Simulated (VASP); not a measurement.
LaP, 2 atoms in the cell. The structure is cubic, space group Fm-3m (No. 225). Conventional cell: a = 5.955 Å, b = 5.955 Å, c = 5.955 Å, α = 90.00°, β = 90.00°, γ = 90.00°. Within 3.9 Å of La (site symmetry m-3m) lie 6 P at 2.98 Å. P (site symmetry m-3m) has 6 La at 2.98 Å within 3.9 Å. 

| Property | Result |
| --- | --- |
| Program | VASP 6.6.1 |
| Task | single point |
| Functional | r2SCAN |
| Potentials or basis | VASP PAW PBE potentials, release 64 (La, P) |
| Cutoff | 550 eV |
| k mesh | 10 × 10 × 10 |
| Occupations | fermi-dirac, width 0.1026 eV |
| Spin | no spin polarisation |
| Dipole correction | no |
| Further INCAR settings | ALGO = Normal; EDIFF = 1e-06; NBANDS = 15 |

Potentials or basis: VASP PAW PBE potentials, release 64 (La, P).

Run with:

```bash
$ cat potpaw_PBE.64/La/POTCAR potpaw_PBE.64/P/POTCAR > POTCAR
$ cp INCAR.step1 INCAR
$ mpirun -np 1 vasp_std > vasp.out
$ cp INCAR.step2 INCAR
$ mpirun -np 1 vasp_std > vasp.out
```

Hardware: 1 thread of Intel Xeon 8259CL, with other jobs on the host.

Task: Estimate the wall time of this run.

Result: Wall time 3.6 min on 1 thread of Intel Xeon 8259CL, on a shared host, peak memory 0.23 GiB. Counts: k points 47.
